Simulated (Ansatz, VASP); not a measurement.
Given: the input of a run of VASP 6.6.1 on Al.

POSCAR

```
Al
1.0
    2.8124553515      0.0000000000      0.0000000000
   -1.4062276757      2.4356577814      0.0000000000
    0.0000000000      0.0000000000      4.8668500000
Al
2
Direct
    0.3333333333      0.6666666667      0.2500000000
    0.6666666667      0.3333333333      0.7500000000
```

Contents of INCAR.step1:

```
PREC     = Accurate       # precision mode
ENCUT    = 600            # plane-wave cutoff, eV
EDIFF    = 1E-5           # SCF threshold, eV
ISMEAR   = -1             # smearing method
SIGMA    = 0.05           # smearing width, eV
LREAL    = F              # projectors in reciprocal space
LASPH    = T              # aspherical terms in the spheres
NELM     = 100            # most SCF steps
ALGO     = Normal         # electronic algorithm
LWAVE    = T              # write WAVECAR
LCHARG   = F              # write CHGCAR
GGA      = PE             # functional
NBANDS   = 10             # bands
```

The input INCAR.step2:

```
PREC     = Accurate       # precision mode
ENCUT    = 600            # plane-wave cutoff, eV
EDIFF    = 1E-7           # SCF threshold, eV
ISMEAR   = -1             # smearing method
SIGMA    = 0.05           # smearing width, eV
LREAL    = F              # projectors in reciprocal space
LASPH    = T              # aspherical terms in the spheres
NELM     = 100            # most SCF steps
ALGO     = Normal         # electronic algorithm
ISIF     = 3              # what is computed and relaxed
LWAVE    = F              # write WAVECAR
LCHARG   = F              # write CHGCAR
GGA      = PE             # functional
LHFCALC  = T              # exact exchange
AEXX     = 0.25           # exact-exchange fraction
HFSCREEN = 0.3            # screening, 1/A
PRECFOCK = Normal       
IBRION   = 2              # ionic algorithm
NSW      = 60             # ionic steps
EDIFFG   = -0.01          # ionic threshold
ISTART   = 1
```

The input KPOINTS:

```
regular mesh
0
Gamma
  6 6 3
```

Potentials or basis: VASP PAW PBE potentials, release 64 (Al).

Launch:

```console
$ cat potpaw_PBE.64/Al/POTCAR > POTCAR
$ cp INCAR.step1 INCAR
$ mpirun -np 1 vasp_std > vasp.out
$ cp INCAR.step2 INCAR
$ mpirun -np 1 vasp_std > vasp.out
```

Question: Translate it to Ansatz 0.2.0. Potentials there: Ansatz PAW.

Answer: As run (the cutoff follows the program's own potentials):

The input input:

```
crystal:
  lattice:
    - [2.8124553515, 0.0, 0.0]
    - [-1.4062276757, 2.4356577814, 0.0]
    - [0.0, 0.0, 4.86685]
  atoms:
    - { symbol: Al, position: [0.3333333333, 0.6666666667, 0.25] }
    - { symbol: Al, position: [0.6666666667, 0.3333333333, 0.75] }
hamiltonian:
  xc: { exchange: pbe, correlation: pbe, exx: { coeff: 0.25, omega: 0.3 } }
  pseudopotentials: { kind: paw }
kpoints:
  mp_grid: { grid: [6, 6, 3] }
scf:
  occupations: { method: fermi_dirac, width: 0.05 }
output:
  forces: true
  stress: true
  eigenvalues: true
relax:
  f_tol: 0.01
  max_steps: 40
  cell: { stress_tol: 0.05 }
```

Both were run:

|  | VASP | Ansatz | Ansatz less VASP |
| --- | --- | --- | --- |
| gap on the k mesh at the Fermi level, each at its own relaxed structure (eV) | none | none | - |
| relaxed volume (Å³/atom) | 16.70 | 16.68 | -0.019 |
| relaxed length of the cell vector where the two differ most in proportion (Å) | 2.915 | 2.913 | -0.0017 |

VASP's potentials were made for PBE, not for PBE-based screened hybrid. A gap of «none» marks a metal or a gap that the smearing closes.

The k mesh is coarse, so the values compare programs but aren't converged. Noted on Ansatz's run: the plane-wave basis is chosen anew once the cell has moved, so the energies of steps on either side of that aren't comparable.
